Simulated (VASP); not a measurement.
Write the native input for VASP 6.6.1 that does the following.

- Task: relaxation of cell and atoms
- Functional: PBE
- Potentials or basis: VASP PAW PBE potentials, release 64 (La, Y_sv, N)
- Cutoff: 600 eV
- k mesh: 12 × 12 × 8
- Occupations: gaussian, width 0.1 eV
- Spin: no spin polarisation
- Dipole correction: no
- Further INCAR settings: ALGO = Normal; EDIFF = 1e-06; IBRION = 2; EDIFFG = -0.01; NSW = 100; ISIF = 3

The structure of LaYN2 lies in POSCAR:

```
LaYN2
1.0
    3.7025938339      0.0000000000      0.0000000000
   -1.8512969169      3.2065403200      0.0000000000
    0.0000000000      0.0000000000      6.6066813338
La Y N
1 1 2
Direct
    0.0000000000      0.0000000000      0.7111607487
    0.0000000000      0.0000000000      0.1581018422
    0.3333333333      0.6666666667      0.9451768545
    0.6666666667      0.3333333333      0.9451768545
```

The input as run:

INCAR

```
PREC = Accurate
ENCUT = 600
EDIFF = 1E-6
ISMEAR = 0
SIGMA = 0.1
LREAL = F
LASPH = T
NELM = 100
ALGO = Normal
ISIF = 3
LWAVE = F
LCHARG = F
GGA = PE
IBRION = 2
NSW = 100
EDIFFG = -0.01
```

KPOINTS

```
regular mesh
0
Gamma
  12 12 8
```

Potentials or basis: VASP PAW PBE potentials, release 64 (La, Y_sv, N).

Command:

```bash
$ cat potpaw_PBE.64/La/POTCAR potpaw_PBE.64/Y_sv/POTCAR potpaw_PBE.64/N/POTCAR > POTCAR
$ mpirun -np 1 vasp_std > vasp.out
```

Results of the run:

```yaml
Relaxed_volume: 19.65 Å³/atom
Relaxed_cell: a = 3.701 Å, b = 3.701 Å, c = 6.627 Å, α = 90.00°, β = 90.00°, γ = 120.00°
Space_group_after_relaxing_to_0.05_Å: P6mm (No. 183)
Energy_gained_by_relaxing: 0.5 meV/atom
Ionic_steps: 8
Pressure_after_relaxing: 0.0 GPa
Largest_force_after_relaxing: 0.008 eV/Å
Band_gap_on_the_k_mesh: zero (band 16 reaches 6.75 eV, above the bottom of band 17 at 5.06 eV)
```

Caveat: spin-orbit coupling is left out, which moves the levels of the heavy elements.

Wall time 28 min on 1 thread of AMD EPYC 7R43 64-Core Processor (Zen 3), on a shared host, peak memory 0.38 GiB.
